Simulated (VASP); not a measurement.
A run of VASP 6.6.1 is set up as follows.

File INCAR:

```
ALGO = Normal
EDIFF = 1E-6
EDIFFG = -0.04
ENCUT = 600
GGA = PE
IBRION = 2
ISIF = 3
ISMEAR = 0
LASPH = True
LCHARG = False
LREAL = False
LWAVE = False
NELM = 80
NSW = 90
PREC = Accurate
SIGMA = 0.1
```

File KPOINTS:

```
k-points
0
Gamma
  4 4 4
```

POSCAR

```
Hf4Br
1.0
    4.7231042800      0.0000000000      0.0000000000
    0.0000000000      4.7231042800      0.0000000000
    0.0000000000      0.0000000000      4.7231042800
Hf Br
4 1
Direct
    0.5000000000      0.5000000000      0.5000000000
    0.0000000000      0.5000000000      0.5000000000
    0.5000000000      0.0000000000      0.5000000000
    0.5000000000      0.5000000000      0.0000000000
    0.0000000000      0.0000000000      0.0000000000
```

Potentials or basis: VASP PAW PBE potentials, release 64 (Hf_pv, Br).

Launch:

```console
$ cat potpaw_PBE.64/Hf_pv/POTCAR potpaw_PBE.64/Br/POTCAR > POTCAR
$ mpirun -np 1 vasp_std > vasp.out
```

Problem. Estimate the relaxed volume.

Solution. 28.99 Å³/atom.

Problem. What does it give for the relaxed cell?

Solution. a = 5.253 Å, b = 5.253 Å, c = 5.253 Å, α = 90.00°, β = 90.00°, γ = 90.00°.

Problem. What does it give for the space group after relaxing (to 0.05 Å)?

Solution. Pm-3m (No. 221).

Final structure:
```yaml
crystal:
  lattice:
    - [5.25289, 0.00000, 0.00000]
    - [0.00000, 5.25289, 0.00000]
    - [0.00000, 0.00000, 5.25289]
  atoms:
    - { symbol: Hf, position: [0.50000, 0.50000, 0.50000] }
    - { symbol: Hf, position: [0.00000, 0.50000, 0.50000] }
    - { symbol: Hf, position: [0.50000, 0.00000, 0.50000] }
    - { symbol: Hf, position: [0.50000, 0.50000, 0.00000] }
    - { symbol: Br, position: [0.00000, 0.00000, 0.00000] }
```

Caveat: the volume moved by over 15 % at a fixed basis, so the end points are rough; an odd number of electrons without spin polarisation forces a metal; a magnetic or distorted state may lie lower.
